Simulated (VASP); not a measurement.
# Ba2Be (Pn-3m) in VASP: a series of runs, part 2 of 2

VASP 6.6.1. The steps go on from the part before.

### Step 4. Single point, PBE

This run uses another cell than the first one, of 56.34 Å³/atom.

Contents of INCAR:

```
SYSTEM = Ba2Be
PREC = Accurate
ENCUT = 520
EDIFF = 1E-6
ISMEAR = 0
SIGMA = 0.1
LREAL = .FALSE.
LASPH = .TRUE.
NELM = 100
ALGO = Fast
ISIF = 2
LWAVE = .FALSE.
LCHARG = .FALSE.
GGA = PE
NBANDS = 31
```

Contents of KPOINTS:

```
Automatic mesh
0
G
  6 6 6
  0 0 0
```

Contents of POSCAR:

```
Ba2Be
1.0
    6.9662065729      0.0000000000      0.0000000000
    0.0000000000      6.9662065729      0.0000000000
    0.0000000000      0.0000000000      6.9662065729
Ba Be
4 2
Direct
    0.2500000000      0.2500000000      0.7500000000
    0.7500000000      0.2500000000      0.2500000000
    0.2500000000      0.7500000000      0.2500000000
    0.7500000000      0.7500000000      0.7500000000
    0.5000000000      0.5000000000      0.5000000000
    0.0000000000      0.0000000000      0.0000000000
```

Potentials or basis: VASP PAW PBE potentials, release 64 (Ba_sv, Be).

Launch:

```bash
cat potpaw_PBE.64/Ba_sv/POTCAR potpaw_PBE.64/Be/POTCAR > POTCAR
mpirun -np 1 vasp_std > vasp.out
```

OUTCAR:

```text
SYSTEM = Ba2Be
   PREC = Accurate
   ENCUT = 520
   EDIFF = 1E-6
   ISMEAR = 0
   LREAL = .FALSE.
   LASPH = .TRUE.
   NELM = 100
   ISIF = 2
   GGA = PE

 ion  position               nearest neighbor table
   1  0.250  0.250  0.750-   5 3.02   6 3.02
   2  0.750  0.250  0.250-   5 3.02   6 3.02
   3  0.250  0.750  0.250-   5 3.02   6 3.02
   4  0.750  0.750  0.750-   5 3.02   6 3.02
   5  0.500  0.500  0.500-   1 3.02   2 3.02   3 3.02   4 3.02
   6  0.000  0.000  0.000-   1 3.02   2 3.02   3 3.02   4 3.02

  LATTYP: Found a simple cubic cell.
 ALAT       =     6.9662065729

  Lattice vectors:

 A1 = (   6.9662065729,   0.0000000000,   0.0000000000)
 A2 = (   0.0000000000,   6.9662065729,   0.0000000000)
 A3 = (   0.0000000000,   0.0000000000,   6.9662065729)

Analysis of symmetry for initial positions (statically):
=====================================================================
 Subroutine PRICEL returns:
 Original cell was already a primitive cell.

 Routine SETGRP: Setting up the symmetry group for a
 simple cubic supercell.

 Subroutine GETGRP returns: Found 48 space group operations
 (whereof 24 operations were pure point group operations)
 out of a pool of 48 trial point group operations.

The static configuration has the point symmetry T_d .
 The point group associated with its full space group is O_h .

Analysis of symmetry for dynamics (positions and initial velocities):
=====================================================================
 Subroutine PRICEL returns:
 Original cell was already a primitive cell.

 Routine SETGRP: Setting up the symmetry group for a
 simple cubic supercell.

 Subroutine GETGRP returns: Found 48 space group operations
 (whereof 24 operations were pure point group operations)
 out of a pool of 48 trial point group operations.

[... 123 lines left out ...]
     AMIX     =   0.40;   BMIX     =  1.00
     AMIX_MAG =   1.60;   BMIX_MAG =  1.00
  volume/ion in A,a.u.               =      56.34       380.22
  Fermi-wavevector in a.u.,A,eV,Ry     =   0.829652  1.567815  9.365199  0.688323
  Thomas-Fermi vector in A             =   1.942236
   LORBIT       =      0    0 simple, 1 ext, 2 COOP (PROOUT), +10 PAW based schemes
   GGA     = PE    functional components
   LHFCALC =     F    Hartree Fock is set to
   AEXX    =    0.0000 exact exchange contribution
   IVDW    =     0    specifies the selected vdW correction
   LEPSILON=     F    determine dielectric tensor
   LRPA    =     F    only Hartree local field effects (RPA)
 non-spin polarized calculation
 RMM-DIIS sequential band-by-band and
 Gauss-broadening in eV      SIGMA  =   0.10
  energy-cutoff  :      520.00
  volume of cell :      338.06
 maximum number of plane-waves:      9126
 NGX is ok and might be reduce to    54
   NGX = 25   NGY = 25   NGZ = 25

 number of electron      44.0000007 magnetization

 Free energy of the ion-electron system (eV)
  ---------------------------------------------------
  ext. energy  EPLUGINS =         0.00000000
  ---------------------------------------------------
  free energy    TOTEN  =       -10.46516212 eV

  energy without entropy =      -10.42238824  energy(sigma->0) =      -10.44377518

 E-fermi :   1.0158     XC(G=0):  -6.8603

 val. band max:        1.0025467991   @ k =   0.5000   0.5000   0.0000
 cond. band min:       1.0364006243   @ k =   0.3333   0.3333   0.1667
 fundamental gap:      0.0338538252
 Fermi energy:         1.0158254874

 k-point     1 :       0.0000    0.0000    0.0000
  band No.  band energies     occupation
      1     -27.9161      2.00000
      2     -27.9014      2.00000
      3     -27.9014      2.00000
      4     -27.9014      2.00000
      5     -13.2305      2.00000
      6     -13.2305      2.00000
[... 669 lines left out ...]
     30       2.6547      0.00000
     31       2.6547      0.00000

------------------------ aborting loop because EDIFF is reached ----------------------------------------

  FORCE on cell =-STRESS in cart. coord.  units (eV):
  Direction    XX          YY          ZZ          XY          YZ          ZX
  --------------------------------------------------------------------------------------
  -------------------------------------------------------------------------------------
  Total        0.2573329      0.2573329      0.2573329      0.0000000      0.0000000     -0.0000000
  in kB        1.2195983      1.2195983      1.2195983      0.0000000      0.0000000     -0.0000000
  external PRESSURE =       1.2195983 kB  Pullay stress =       0.0000000 kB

 VOLUME and BASIS-vectors are now :
 -----------------------------------------------------------------------------
  energy-cutoff  :      520.00
  volume of cell :      338.06
      direct lattice vectors                 reciprocal lattice vectors
     6.966206573  0.000000000  0.000000000     0.143550150  0.000000000  0.000000000
     0.000000000  6.966206573  0.000000000     0.000000000  0.143550150  0.000000000
     0.000000000  0.000000000  6.966206573     0.000000000  0.000000000  0.143550150

 POSITION                                       TOTAL-FORCE (eV/Angst)
 -----------------------------------------------------------------------------------
      1.74155      1.74155      5.22465         0.000000     -0.000000     -0.000000
      5.22465      1.74155      1.74155        -0.000000      0.000000      0.000000
      1.74155      5.22465      1.74155        -0.000000     -0.000000     -0.000000
      5.22465      5.22465      5.22465         0.000000      0.000000      0.000000
      3.48310      3.48310      3.48310        -0.000000      0.000000     -0.000000
      0.00000      0.00000      0.00000        -0.000000      0.000000     -0.000000
 -----------------------------------------------------------------------------------
    total drift:                                0.000000     -0.000000      0.000000

  FREE ENERGIE OF THE ION-ELECTRON SYSTEM (eV)
  ---------------------------------------------------
  free  energy   TOTEN  =       -10.4651621165 eV

  energy  without entropy=      -10.4223882396  energy(sigma->0) =      -10.44377518
```

Wall time 6.6 min (1 thread of Oxide Virtual Turin-like, shared host); peak memory 0.46 GiB.

What came out:

| Quantity | Value |
| --- | --- |
| Free energy | -10.4652 eV |
| Pressure | 0.1 GPa |
| Band gap on the k mesh | zero (bands 22 and 23 overlap by 0.32 eV) |

Levels at points of the mesh, in eV from the Fermi level:
| k point | band 18 | band 19 | band 20 | band 21 | band 22 | band 23 | band 24 | band 25 | band 26 | band 27 |
| --- | --- | --- | --- | --- | --- | --- | --- | --- | --- | --- |
| (0.00, 0.00, 0.00) | -1.55 | -1.10 | -1.10 | -1.10 | -1.07 | 0.22 | 0.22 | 0.91 | 0.91 | 0.91 |
| (0.50, 0.00, 0.00) | -2.93 | -0.58 | -0.58 | -0.31 | -0.31 | -0.03 | -0.03 | 0.33 | 0.33 | 0.70 |
| (0.50, 0.50, 0.00) | -2.77 | -1.06 | -1.06 | -0.01 | -0.01 | 0.28 | 0.28 | 0.32 | 0.32 | 0.58 |
| (0.50, 0.50, 0.50) | -1.75 | -1.04 | -1.04 | -1.04 | 0.18 | 0.18 | 0.18 | 0.32 | 0.32 | 0.32 |

Caveat: spin-orbit coupling is left out, which moves the levels of the heavy elements.

### Step 5. Relaxation of cell and atoms, PBE

Contents of INCAR:

```
PREC = Accurate
ENCUT = 600
EDIFF = 1E-6
ISMEAR = 0
SIGMA = 0.1
LREAL = False
LASPH = True
NELM = 80
ALGO = Fast
ISIF = 3
LWAVE = False
LCHARG = False
GGA = PE
IBRION = 2
NSW = 90
EDIFFG = -0.04
```

Contents of KPOINTS:

```
Automatic mesh
0
Gamma
  4 4 4
```

Edit POSCAR of step 4 so:

```diff
@@ -2,5 +2,5 @@
 1.0
-    6.9662065729      0.0000000000      0.0000000000
-    0.0000000000      6.9662065729      0.0000000000
-    0.0000000000      0.0000000000      6.9662065729
+    5.6455156400      0.0000000000      0.0000000000
+    0.0000000000      5.6455156400      0.0000000000
+    0.0000000000      0.0000000000      5.6455156400
 Ba Be
```

Potentials or basis: VASP PAW PBE potentials, release 64 (Ba_sv, Be).

Launch:

```bash
cat potpaw_PBE.64/Ba_sv/POTCAR potpaw_PBE.64/Be/POTCAR > POTCAR
mpirun -np 1 vasp_std > vasp.out
```

OUTCAR:

```text
PREC = Accurate
   ENCUT = 600
   EDIFF = 1E-6
   ISMEAR = 0
   LREAL = False
   LASPH = True
   NELM = 80
   ISIF = 3
   GGA = PE
   IBRION = 2
   NSW = 90
   EDIFFG = -0.04

 ion  position               nearest neighbor table
   1  0.250  0.250  0.750-   5 2.44   6 2.44   4 3.99   2 3.99   3 3.99   2 3.99   3 3.99   3 3.99
                             4 3.99   3 3.99   2 3.99   4 3.99   2 3.99   4 3.99
   2  0.750  0.250  0.250-   5 2.44   6 2.44   4 3.99   1 3.99   3 3.99   1 3.99   4 3.99   3 3.99
                             4 3.99   4 3.99   1 3.99   3 3.99   1 3.99   3 3.99
   3  0.250  0.750  0.250-   5 2.44   6 2.44   4 3.99   1 3.99   2 3.99   1 3.99   4 3.99   1 3.99
                             2 3.99   1 3.99   2 3.99   4 3.99   4 3.99   2 3.99
   4  0.750  0.750  0.750-   5 2.44   6 2.44   3 3.99   1 3.99   2 3.99   2 3.99   3 3.99   1 3.99
                             2 3.99   2 3.99   1 3.99   3 3.99   3 3.99   1 3.99
   5  0.500  0.500  0.500-   1 2.44   2 2.44   3 2.44   4 2.44
   6  0.000  0.000  0.000-   1 2.44   2 2.44   3 2.44   4 2.44

  LATTYP: Found a simple cubic cell.
[... 188 lines left out ...]

 k-point     1 :       0.0000    0.0000    0.0000
  band No.  band energies     occupation
      1     -24.6796      2.00000
      2     -24.4431      2.00000
      3     -24.4431      2.00000
      4     -24.4431      2.00000
      5     -11.0375      2.00000
      6     -10.4924      2.00000
[... 398 lines left out ...]
--------------------------------------- Ionic step        4  -------------------------------------------

 number of electron      44.0000017 magnetization

 Free energy of the ion-electron system (eV)
  ---------------------------------------------------
  ext. energy  EPLUGINS =         0.00000000
  ---------------------------------------------------
  free energy    TOTEN  =       -10.45202557 eV

  energy without entropy =      -10.41580668  energy(sigma->0) =      -10.43391613

 E-fermi :   1.0169     XC(G=0):  -6.8540

 val. band max:        1.0002615199   @ k =   0.5000   0.5000   0.0000
 cond. band min:       1.0270645243   @ k =   0.5000   0.2500   0.2500
 fundamental gap:      0.0268030044
 Fermi energy:         1.0168759913

 k-point     1 :       0.0000    0.0000    0.0000
  band No.  band energies     occupation
      1     -27.9280      2.00000
      2     -27.9134      2.00000
      3     -27.9134      2.00000
      4     -27.9134      2.00000
      5     -13.2421      2.00000
      6     -13.2421      2.00000
[... 312 lines left out ...]
  FREE ENERGIE OF THE ION-ELECTRON SYSTEM (eV)
  ---------------------------------------------------
  free  energy   TOTEN  =       -10.4520255691 eV

  energy  without entropy=      -10.4158066821  energy(sigma->0) =      -10.43391613

 reached required accuracy - stopping structural energy minimisation
```

It took 18 min on 1 thread of Oxide Virtual Turin-like, shared host; peak memory 0.33 GiB.

Results:

| Property | Result |
| --- | --- |
| Free energy | -10.4520 eV |
| Relaxed volume | 56.45 Å³/atom |
| Relaxed cell | a = 6.970 Å, b = 6.970 Å, c = 6.970 Å, α = 90.00°, β = 90.00°, γ = 90.00° |
| Space group after relaxing (to 0.1 Å) | Pn-3m (No. 224) |
| Energy gained by relaxing | 869.6 meV/atom |
| Ionic steps | 4 |
| Pressure after relaxing | 0.1 GPa |
| Band gap on the k mesh | zero (bands 22 and 23 overlap by 0.20 eV) |

The path:
| step | energy change (eV) | largest force (eV/Å) | pressure (GPa) | volume (Å³) |
| --- | --- | --- | --- | --- |
| 1 | 0.0000 | 0.0000 | 14.40 | 179.93 |
| 2 | -4.2703 | 0.0000 | 4.30 | 259.65 |
| 3 | -5.1652 | 0.0000 | 0.20 | 333.50 |
| 4 | -5.2178 | 0.0000 | 0.07 | 338.67 |

Final structure:
```
Ba Be
1.0
     6.97042    0.00000    0.00000
     0.00000    6.97042    0.00000
     0.00000    0.00000    6.97042
Ba Be
4 2
Direct
  0.25000 0.25000 0.75000
  0.75000 0.25000 0.25000
  0.25000 0.75000 0.25000
  0.75000 0.75000 0.75000
  0.50000 0.50000 0.50000
  0.00000 0.00000 0.00000
```

Caveat: the volume moved by over 15 % at a fixed basis, so the end points are rough; spin-orbit coupling is left out, which moves the levels of the heavy elements.

### Step 6. Relaxation of cell and atoms, PBE

This run uses another cell than the first one, of 54.87 Å³/atom.

Contents of INCAR:

```
PREC = Accurate
ENCUT = 600
EDIFF = 1E-6
ISMEAR = 0
SIGMA = 0.1
LREAL = F
LASPH = T
NELM = 60
ALGO = Fast
ISIF = 3
LWAVE = F
LCHARG = F
GGA = PE
IBRION = 2
NSW = 100
EDIFFG = -0.01
```

Contents of KPOINTS:

```
Automatic mesh
0
Gamma
  6 6 6
```

Edit POSCAR of step 5 so:

```diff
@@ -2,5 +2,5 @@
 1.0
-    5.6455156400      0.0000000000      0.0000000000
-    0.0000000000      5.6455156400      0.0000000000
-    0.0000000000      0.0000000000      5.6455156400
+    6.9049132162      0.0000000000      0.0000000000
+    0.0000000000      6.9049132162      0.0000000000
+    0.0000000000      0.0000000000      6.9049132162
 Ba Be
```

Potentials or basis: VASP PAW PBE potentials, release 64 (Ba_sv, Be).

Launch:

```bash
cat potpaw_PBE.64/Ba_sv/POTCAR potpaw_PBE.64/Be/POTCAR > POTCAR
mpirun -np 1 vasp_std > vasp.out
```

OUTCAR:

```text
PREC = Accurate
   ENCUT = 600
   EDIFF = 1E-6
   ISMEAR = 0
   LREAL = F
   LASPH = T
   NELM = 60
   ISIF = 3
   GGA = PE
   IBRION = 2
   NSW = 100
   EDIFFG = -0.01

 ion  position               nearest neighbor table
   1  0.250  0.250  0.750-   5 2.99   6 2.99
   2  0.750  0.250  0.250-   5 2.99   6 2.99
   3  0.250  0.750  0.250-   5 2.99   6 2.99
   4  0.750  0.750  0.750-   5 2.99   6 2.99
   5  0.500  0.500  0.500-   1 2.99   2 2.99   3 2.99   4 2.99
   6  0.000  0.000  0.000-   1 2.99   2 2.99   3 2.99   4 2.99

  LATTYP: Found a simple cubic cell.
 ALAT       =     6.9049132162

  Lattice vectors:

 A1 = (   6.9049132162,   0.0000000000,   0.0000000000)
[... 191 lines left out ...]
  --------------------------------------------------------------------------------------
  -------------------------------------------------------------------------------------
  Total        0.8598998      0.8598998      0.8598998      0.0000000     -0.0000000     -0.0000000
  in kB        4.1848871      4.1848871      4.1848871      0.0000000     -0.0000000     -0.0000000
  external PRESSURE =       4.1848871 kB  Pullay stress =       0.0000000 kB
[... 67 lines left out ...]
--------------------------------------- Ionic step        3  -------------------------------------------

 number of electron      44.0000003 magnetization

 Free energy of the ion-electron system (eV)
  ---------------------------------------------------
  ext. energy  EPLUGINS =         0.00000000
  ---------------------------------------------------
  free energy    TOTEN  =       -10.46691819 eV

  energy without entropy =      -10.42311046  energy(sigma->0) =      -10.44501433

 E-fermi :   0.9743     XC(G=0):  -6.8211

 val. band max:        0.9617938084   @ k =   0.5000   0.5000   0.0000
 cond. band min:       0.9920671140   @ k =   0.5000   0.5000   0.1667
 fundamental gap:      0.0302733056
 Fermi energy:         0.9742667655

 k-point     1 :       0.0000    0.0000    0.0000
  band No.  band energies     occupation
      1     -27.9836      2.00000
      2     -27.9698      2.00000
      3     -27.9698      2.00000
      4     -27.9698      2.00000
      5     -13.2921      2.00000
      6     -13.2921      2.00000
[... 602 lines left out ...]
  FREE ENERGIE OF THE ION-ELECTRON SYSTEM (eV)
  ---------------------------------------------------
  free  energy   TOTEN  =       -10.4669181941 eV

  energy  without entropy=      -10.4231104591  energy(sigma->0) =      -10.44501433

 reached required accuracy - stopping structural energy minimisation
```

OSZICAR:

```text
N       E                     dE             d eps       ncg     rms          rms(c)
DAV:   1     0.385346893313E+03    0.38535E+03   -0.18506E+04  1040   0.151E+03
DAV:   2     0.270918818223E+02   -0.35826E+03   -0.35443E+03  1570   0.275E+02
DAV:   3    -0.113185437535E+02   -0.38410E+02   -0.38046E+02  1488   0.101E+02
[... 69 lines left out ...]
RMM:   9    -0.104669117410E+02    0.98595E-04   -0.44339E-04  1547   0.925E-02    0.405E-03
RMM:  10    -0.104669152851E+02   -0.35442E-05   -0.67366E-05  1402   0.267E-02    0.434E-03
RMM:  11    -0.104669160254E+02   -0.74029E-06   -0.18108E-05   955   0.113E-02    0.202E-03
RMM:  12    -0.104669174071E+02   -0.13816E-05   -0.11317E-05   703   0.593E-03    0.128E-03
RMM:  13    -0.104669181941E+02   -0.78705E-06   -0.62507E-06   690   0.540E-03
   3 F= -.10466918E+02 E0= -.10445014E+02  d E =-.161858E-01
```

Wall time 29 min (1 thread of Oxide Virtual Turin-like, shared host); peak memory 0.55 GiB.

What came out:

* Free energy: -10.4669 eV
* Relaxed volume: 57.12 Å³/atom
* Relaxed cell: a = 6.998 Å, b = 6.998 Å, c = 6.998 Å, α = 90.00°, β = 90.00°, γ = 90.00°
* Space group after relaxing (to 0.1 Å): Pn-3m (No. 224)
* Energy gained by relaxing: 2.7 meV/atom
* Ionic steps: 3
* Pressure after relaxing: 0.0 GPa
* Band gap on the k mesh: zero (bands 22 and 23 overlap by 0.30 eV)

Step by step:
| step | energy change (eV) | largest force (eV/Å) | pressure (GPa) | volume (Å³) |
| --- | --- | --- | --- | --- |
| 1 | 0.0000 | 0.0000 | 0.42 | 329.21 |
| 2 | -0.0129 | 0.0000 | 0.19 | 336.09 |
| 3 | -0.0162 | 0.0000 | -0.02 | 342.70 |

Final structure:
```yaml
crystal:
  lattice:
    - [6.99795, 0.00000, 0.00000]
    - [0.00000, 6.99795, 0.00000]
    - [0.00000, 0.00000, 6.99795]
  atoms:
    - { symbol: Ba, position: [0.25000, 0.25000, 0.75000] }
    - { symbol: Ba, position: [0.75000, 0.25000, 0.25000] }
    - { symbol: Ba, position: [0.25000, 0.75000, 0.25000] }
    - { symbol: Ba, position: [0.75000, 0.75000, 0.75000] }
    - { symbol: Be, position: [0.50000, 0.50000, 0.50000] }
    - { symbol: Be, position: [0.00000, 0.00000, 0.00000] }
```

Levels at points of the mesh, in eV from the Fermi level:
| k point | band 20 | band 21 | band 22 | band 23 | band 24 | band 25 |
| --- | --- | --- | --- | --- | --- | --- |
| (0.00, 0.00, 0.00) | -1.08 | -1.08 | -1.06 | 0.23 | 0.23 | 0.91 |
| (0.50, 0.00, 0.00) | -0.58 | -0.30 | -0.30 | -0.03 | -0.03 | 0.34 |
| (0.50, 0.50, 0.00) | -1.06 | -0.01 | -0.01 | 0.28 | 0.28 | 0.31 |
| (0.50, 0.50, 0.50) | -1.03 | -1.03 | 0.16 | 0.16 | 0.16 | 0.32 |

Caveat: spin-orbit coupling is left out, which moves the levels of the heavy elements.

### Step 7. Summary

| task | cell | k mesh | cutoff (eV) | gap on the mesh (eV) | pressure (GPa) | relaxed volume (Å³/atom) |
| --- | --- | --- | --- | --- | --- | --- |
| single point | a = 5.646 Å, 6 atoms | 4 × 4 × 4 | 520 | none | 14.4 | - |
| single point | a = 6.905 Å, 6 atoms | 4 × 4 × 4 | 520 | none | 0.4 | - |
| single point | a = 6.966 Å, 6 atoms | 6 × 6 × 6 | 520 | none | 0.1 | - |
| relaxation of cell and atoms | relaxed from a = 5.646 Å, 6 atoms | 4 × 4 × 4 | 600 | none | 0.1 | 56.45 |
| relaxation of cell and atoms | relaxed from a = 6.905 Å, 6 atoms | 6 × 6 × 6 | 600 | none | 0.0 | 57.12 |

Alike in all rows: level PBE; potentials or basis VASP PAW PBE potentials, release 64 (Ba_sv, Be); no spin polarisation; smearing gaussian 0.1 eV.

Caveats: spin-orbit coupling is left out, which moves the levels of the heavy elements; the cell stands under pressure (at least some runs); the volume moved by over 15 % at a fixed basis, so the end points are rough (at least some runs).

Total energies depend on the potentials used, so only differences within one code and one set of settings carry meaning.

The gap in the log of VASP goes by the Fermi energy; the results here count the filled bands.